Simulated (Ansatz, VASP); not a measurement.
**C in VASP and in Ansatz**

INCAR

```
ALGO = Normal
EDIFF = 1E-6
ENCUT = 520
GGA = PE
ISIF = 2
ISMEAR = -1
LASPH = T
LCHARG = F
LREAL = F
LWAVE = F
NBANDS = 11
NELM = 100
PREC = Accurate
SIGMA = 0.02
```

KPOINTS

```
k-points
0
Gamma
  10 10 10
```

The input POSCAR:

```
C
1.0
    0.0000000000      1.7833700000      1.8071482667
    1.7833700000      0.0000000000      1.8071482667
    1.7833700000      1.7833700000      0.0000000000
C
2
Direct
    0.0000000000      0.0000000000      0.0000000000
    0.2500000000      0.2500000000      0.2500000000
```

Input for Ansatz:

```yaml
crystal:
  lattice:
    - [0.0, 1.78337, 1.8071482666666667]
    - [1.78337, 0.0, 1.8071482666666667]
    - [1.78337, 1.78337, 0.0]
  atoms:
    - { symbol: C, position: [0.0, 0.0, 0.0] }
    - { symbol: C, position: [0.25, 0.25, 0.25] }
basis:
  ecutwfc: 520.0
kpoints:
  mp_grid:
    grid: [10, 10, 10]
hamiltonian:
  xc: pbe
scf:
  occupations:
    method: fermi_dirac
    width: 0.02
output:
  stress: true
```

Alike in both runs: task single point; functional PBE; k mesh 10 × 10 × 10; occupations fermi-dirac, width 0.02 eV; no spin polarisation.

|  | VASP | Ansatz |
| --- | --- | --- |
| version | VASP 6.6.1 | Ansatz 0.2.0 |
| potentials or method | VASP PAW PBE potentials, release 64 (C), cutoff 520 eV | plane waves, PAW |
| valence electrons in the cell | 8 | 8 |

|  | VASP | Ansatz | Ansatz less VASP |
| --- | --- | --- | --- |
| pressure (GPa) | -3.3 | -3.9 | -0.60 |
| traceless stress, the component that is largest in VASP (GPa) | -8.21 | -8.21 | -0.004 |

The functional is the same, so the differences come from potentials, cutoffs and numerics.
